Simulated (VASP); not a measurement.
# Si (P6_522) in VASP: notebook, part 2 of 2

VASP 6.6.1. The steps go on from the part before.

## 4. Relaxation of cell and atoms, PBE

INCAR

```
SYSTEM = Si
  PREC = Accurate
  ENCUT = 600
  EDIFF = 1E-7
  ISMEAR = 0
  SIGMA = 0.1
  LREAL = .FALSE.
  LASPH = .TRUE.
  NELM = 100
  ALGO = Normal
  ISIF = 3
  LWAVE = .FALSE.
  LCHARG = .FALSE.
  GGA = PE
  IBRION = 2
  NSW = 90
  EDIFFG = -0.04
```

KPOINTS

```
Automatic mesh
0
G
  3 3 4
  0 0 0
```

POSCAR

```
Si
1.0
    7.0629654800      0.0000000000      0.0000000000
   -3.5314827400      6.1167075400      0.0000000000
    0.0000000000      0.0000000000      4.7994943600
Si
12
Direct
    0.2898411700      0.0000000000      0.0000000000
    0.0000000000      0.2898411700      0.6666666700
    0.7101588300      0.7101588300      0.3333333300
    0.7101588300      0.0000000000      0.5000000000
    0.0000000000      0.7101588300      0.1666666700
    0.2898411700      0.2898411700      0.8333333300
    0.4082289600      0.8164579300      0.7500000000
    0.1835420700      0.5917710400      0.4166666700
    0.4082289600      0.5917710400      0.0833333300
    0.5917710400      0.1835420700      0.2500000000
    0.8164579300      0.4082289600      0.9166666700
    0.5917710400      0.4082289600      0.5833333300
```

Potentials or basis: VASP PAW PBE potentials, release 64 (Si).

Run with:

```console
$ cat potpaw_PBE.64/Si/POTCAR > POTCAR
$ mpirun -np 1 vasp_std > vasp.out
```

OUTCAR:

```text
SYSTEM = Si
   PREC = Accurate
   ENCUT = 600
   EDIFF = 1E-7
   ISMEAR = 0
   LREAL = .FALSE.
   LASPH = .TRUE.
   NELM = 100
   ISIF = 3
   GGA = PE
   IBRION = 2
   NSW = 90
   EDIFFG = -0.04

 ion  position               nearest neighbor table
   1  0.290  0.000  0.000-   5 2.20   6 2.20   7 2.21  10 2.21
   2  0.000  0.290  0.667-   6 2.20   4 2.20  11 2.21   8 2.21
   3  0.710  0.710  0.333-   5 2.20   4 2.20   9 2.21  12 2.21
   4  0.710  0.000  0.500-   2 2.20   3 2.20  10 2.21   7 2.21
   5  0.000  0.710  0.167-   3 2.20   1 2.20   8 2.21  11 2.21
   6  0.290  0.290  0.833-   2 2.20   1 2.20  12 2.21   9 2.21
   7  0.408  0.816  0.750-   1 2.21   4 2.21   8 2.25   9 2.25
   8  0.184  0.592  0.417-   5 2.21   2 2.21   7 2.25   9 2.25
   9  0.408  0.592  0.083-   3 2.21   6 2.21   7 2.25   8 2.25
  10  0.592  0.184  0.250-   4 2.21   1 2.21  11 2.25  12 2.25
  11  0.816  0.408  0.917-   2 2.21   5 2.21  10 2.25  12 2.25
  12  0.592  0.408  0.583-   6 2.21   3 2.21  10 2.25  11 2.25

  LATTYP: Found a hexagonal cell.
 ALAT       =     7.0629654800
 C/A-ratio  =     0.6795296358

  Lattice vectors:

 A1 = (   7.0629654800,   0.0000000000,   0.0000000000)
 A2 = (  -3.5314827400,   6.1167075400,   0.0000000000)
 A3 = (   0.0000000000,   0.0000000000,   4.7994943600)

Analysis of symmetry for initial positions (statically):
[... 186 lines left out ...]
  --------------------------------------------------------------------------------------
  -------------------------------------------------------------------------------------
  Total       33.4296365     33.4296366     31.6635730      0.0000000     -0.0000000      0.0000000
  in kB      258.3104354    258.3104361    244.6640820      0.0000000     -0.0000000      0.0000000
  external PRESSURE =     253.7616512 kB  Pullay stress =       0.0000000 kB
[... 33 lines left out ...]
--------------------------------------- Ionic step        2  -------------------------------------------

 number of electron      48.0000000 magnetization

 E-fermi :   3.8070     XC(G=0):  -8.4835

 val. band max:        3.3609523173   @ k =   0.3333   0.3333   0.0000
 cond. band min:       4.4215621730   @ k =   0.0000   0.0000   0.2500
 fundamental gap:      1.0606098558
 Fermi energy:         3.8069596356

 k-point     1 :       0.0000    0.0000    0.0000
  band No.  band energies     occupation
      1      -7.0748      2.00000
      2      -4.9367      2.00000
      3      -4.7535      2.00000
      4      -4.7535      2.00000
      5      -4.5076      2.00000
      6      -4.5076      2.00000
[... 524 lines left out ...]
--------------------------------------- Ionic step        7  -------------------------------------------

 number of electron      48.0000001 magnetization

 Free energy of the ion-electron system (eV)
  ---------------------------------------------------
  ext. energy  EPLUGINS =         0.00000000
  ---------------------------------------------------
  free energy    TOTEN  =       -63.75167235 eV

  energy without entropy =      -63.75167235  energy(sigma->0) =      -63.75167235

 E-fermi :   5.2095     XC(G=0):  -9.1023

 val. band max:        4.7339501422   @ k =   0.3333   0.3333   0.0000
 cond. band min:       5.7849482526   @ k =   0.3333   0.3333   0.0000
 fundamental gap:      1.0509981104
 Fermi energy:         5.2095498168

 k-point     1 :       0.0000    0.0000    0.0000
  band No.  band energies     occupation
      1      -6.7031      2.00000
      2      -4.2443      2.00000
      3      -3.8194      2.00000
      4      -3.8194      2.00000
      5      -3.7264      2.00000
      6      -3.7264      2.00000
[... 334 lines left out ...]
  FREE ENERGIE OF THE ION-ELECTRON SYSTEM (eV)
  ---------------------------------------------------
  free  energy   TOTEN  =       -63.7516723469 eV

  energy  without entropy=      -63.7516723469  energy(sigma->0) =      -63.75167235

 reached required accuracy - stopping structural energy minimisation
```

OSZICAR:

```text
N       E                     dE             d eps       ncg     rms          rms(c)
DAV:   1     0.155313613580E+03    0.15531E+03   -0.20849E+04   558   0.146E+03
DAV:   2    -0.508445905952E+02   -0.20616E+03   -0.19643E+03   701   0.201E+02
DAV:   3    -0.624372679213E+02   -0.11593E+02   -0.11370E+02   724   0.441E+01
[... 78 lines left out ...]
DAV:   3    -0.637516746535E+02    0.67872E-04   -0.62951E-04   741   0.111E-01    0.290E-02
DAV:   4    -0.637516720619E+02    0.25916E-05   -0.91893E-05   649   0.410E-02    0.164E-02
DAV:   5    -0.637516726290E+02   -0.56710E-06   -0.22484E-05   681   0.209E-02    0.363E-03
DAV:   6    -0.637516724308E+02    0.19819E-06   -0.37090E-06   696   0.913E-03    0.365E-03
DAV:   7    -0.637516723469E+02    0.83875E-07   -0.81221E-07   658   0.369E-03
   7 F= -.63751672E+02 E0= -.63751672E+02  d E =-.296911E-02
```

Wall time 5.5 min (1 thread of Intel Xeon Platinum 8488C (Sapphire Rapids), shared host); peak memory 0.36 GiB.

What came out:

| Quantity | Value |
| --- | --- |
| Free energy | -63.7517 eV |
| Relaxed volume | 21.12 Å³/atom |
| Relaxed cell | a = 7.497 Å, b = 7.497 Å, c = 5.206 Å, α = 90.00°, β = 90.00°, γ = 120.00° |
| Space group after relaxing (to 0.1 Å) | P6_522 (No. 179) |
| Energy gained by relaxing | 255.0 meV/atom |
| Ionic steps | 7 |
| Pressure after relaxing | 0.0 GPa |
| Largest force after relaxing | 0.015 eV/Å |
| Band gap on the k mesh | 1.05 eV |

Forces in eV/Å, atoms in the order of the input:
```
Si  -0.015  0.000  0.000
Si   0.008 -0.013  0.000
Si   0.008  0.013  0.000
Si   0.015  0.000  0.000
Si  -0.008  0.013  0.000
Si  -0.008 -0.013  0.000
Si   0.000 -0.009  0.000
Si   0.008  0.005  0.000
Si  -0.008  0.005  0.000
Si   0.000  0.009  0.000
Si  -0.008 -0.005  0.000
Si   0.008 -0.005  0.000
```

Step by step:
| step | energy change (eV) | largest force (eV/Å) | pressure (GPa) | volume (Å³) |
| --- | --- | --- | --- | --- |
| 1 | 0.0000 | 0.7411 | 25.38 | 207.35 |
| 2 | -1.1271 | 0.7282 | -10.14 | 300.79 |
| 3 | -3.0137 | 0.3013 | -0.20 | 252.66 |
| 4 | -3.0147 | 0.2878 | 0.13 | 251.69 |
| 5 | -3.0458 | 0.1176 | 0.05 | 252.52 |
| 6 | -3.0572 | 0.0908 | -0.02 | 253.41 |
| 7 | -3.0601 | 0.0155 | 0.00 | 253.39 |

Final structure:
```xyz
12
Lattice="7.4969 0.0000 0.0000 -3.7484 6.4925 0.0000 0.0000 0.0000 5.2060" Properties=species:S:1:pos:R:3 pbc="T T T"
Si   -1.5730    6.4925    0.0000
Si    6.4091    1.8840    3.4706
Si    2.6607    4.6085    1.7353
Si    1.5730    6.4925    2.6030
Si   -2.6607    4.6085    0.8677
Si    1.0877    1.8840    4.3383
Si    0.0000    5.2995    3.9045
Si   -0.8410    3.8427    2.1691
Si    0.8410    3.8427    0.4338
Si    3.7484    1.1930    1.3015
Si    4.5895    2.6497    4.7721
Si    2.9074    2.6497    3.0368
```

Levels at points of the mesh, in eV from the valence-band top:
```
           k point  band 20  band 21  band 22  band 23  band 24  band 25  band 26  band 27  band 28  band 29
(0.00, 0.00, 0.00)    -1.32    -1.32    -0.72    -0.72    -0.35     1.46     1.69     1.69     2.25     2.46
(0.00, 0.00, 0.50)    -1.15    -0.73    -0.73    -0.02    -0.02     1.88     1.88     2.47     2.47     2.79
```

Caveat: the volume moved by over 15 % at a fixed basis, so the end points are rough. A k mesh can miss the band edges.

## 5. Single point, PBE

This run uses another cell than the first one, of 21.14 Å³/atom.

INCAR

```
SYSTEM = Si
PREC = Accurate ; ENCUT = 520
EDIFF = 1E-6 ; ISMEAR = 0
SIGMA = 0.02 ; LREAL = .FALSE.
LASPH = .TRUE. ; NELM = 60
ALGO = Normal ; ISIF = 2
LWAVE = .FALSE. ; LCHARG = .TRUE.
GGA = PE ; LELF = .TRUE.
LVHAR = .TRUE. ; NBANDS = 36
```

KPOINTS

```
regular mesh
0
G
  6 6 6
  0 0 0
```

POSCAR

```
Si
1.0
    7.4884579033      0.0000000000      0.0000000000
   -3.7442289517      6.4851947795      0.0000000000
    0.0000000000      0.0000000000      5.2228908273
Si
12
Direct
    0.2902440961      0.0000000000      0.0000000000
    0.0000000000      0.2902440961      0.6666666667
    0.7097559039      0.7097559039      0.3333333333
    0.7097559039      0.0000000000      0.5000000000
    0.0000000000      0.7097559039      0.1666666667
    0.2902440961      0.2902440961      0.8333333333
    0.4080545378      0.8161090755      0.7500000000
    0.1838909245      0.5919454622      0.4166666667
    0.4080545378      0.5919454622      0.0833333333
    0.5919454622      0.1838909245      0.2500000000
    0.8161090755      0.4080545378      0.9166666667
    0.5919454622      0.4080545378      0.5833333333
```

Run with:

```console
$ cat potpaw_PBE.64/Si/POTCAR > POTCAR
$ mpirun -np 1 vasp_std > vasp.out
```

Run time: 3.7 min. Hardware: 1 thread of Intel Xeon Platinum 8488C (Sapphire Rapids), shared host; peak memory 0.41 GiB.

The run converged. Its results:

```
Free energy            : -63.7675 eV
Pressure               : -0.1 GPa
Band gap on the k mesh : 0.80 eV (least direct gap 1.05 eV)
```

Forces in eV/Å, atoms in the order of the input:
```
Si   0.003  0.000  0.000
Si  -0.001  0.002  0.000
Si  -0.001 -0.002  0.000
Si  -0.003  0.000  0.000
Si   0.001 -0.002  0.000
Si   0.001  0.002  0.000
Si   0.000  0.002  0.000
Si  -0.002 -0.001  0.000
Si   0.002 -0.001  0.000
Si   0.000 -0.002  0.000
Si   0.002  0.001  0.000
Si  -0.002  0.001  0.000
```

Levels at points of the mesh, in eV from the valence-band top:
```csv
k point,band 20,band 21,band 22,band 23,band 24,band 25,band 26,band 27,band 28,band 29
"(0.00, 0.00, 0.00)",-1.53,-1.53,-0.94,-0.94,-0.57,1.22,1.48,1.48,2.04,2.23
"(0.50, 0.00, 0.00)",-1.54,-1.49,-1.00,-0.78,-0.62,1.37,1.62,1.83,2.43,2.52
"(0.00, 0.00, 0.50)",-1.37,-0.94,-0.94,-0.25,-0.25,1.66,1.66,2.25,2.25,2.57
"(0.50, 0.00, 0.50)",-1.36,-0.99,-0.99,-0.58,-0.58,1.89,1.89,2.77,2.77,2.94
```

A k mesh can miss the band edges.

## 6. The runs side by side

| task | cell | k mesh | cutoff (eV) | smearing | gap on the mesh (eV) | pressure (GPa) | largest force (eV/Å) |
| --- | --- | --- | --- | --- | --- | --- | --- |
| single point | a = 7.063, b = 7.063, c = 4.799 Å, angles 90.0, 90.0, 120.0°, 12 atoms, atomic positions A | 3 × 3 × 4 | 520 | gaussian 0.1 eV | 0.80 | 25.4 | 0.74 |
| single point | a = 7.499, b = 7.499, c = 5.203 Å, angles 90.0, 90.0, 120.0°, 12 atoms, atomic positions B | 3 × 3 × 4 | 520 | gaussian 0.1 eV | 1.05 | 0.0 | 0.01 |
| relaxation of cell and atoms | relaxed from a = 7.063, b = 7.063, c = 4.799 Å, angles 90.0, 90.0, 120.0°, 12 atoms, atomic positions A | 3 × 3 × 4 | 600 | gaussian 0.1 eV | 1.05 | 0.0 | 0.02 |
| single point | a = 7.488, b = 7.488, c = 5.223 Å, angles 90.0, 90.0, 120.0°, 12 atoms, atomic positions C | 6 × 6 × 6 | 520 | gaussian 0.02 eV | 0.80 | -0.1 | - |

Alike in all rows: level PBE; potentials or basis VASP PAW PBE potentials, release 64 (Si); no spin polarisation.

Caveats: the cell stands under pressure (at least some runs); the volume moved by over 15 % at a fixed basis, so the end points are rough (at least some runs).

Absolute energies hang on the potentials; compare differences alone.
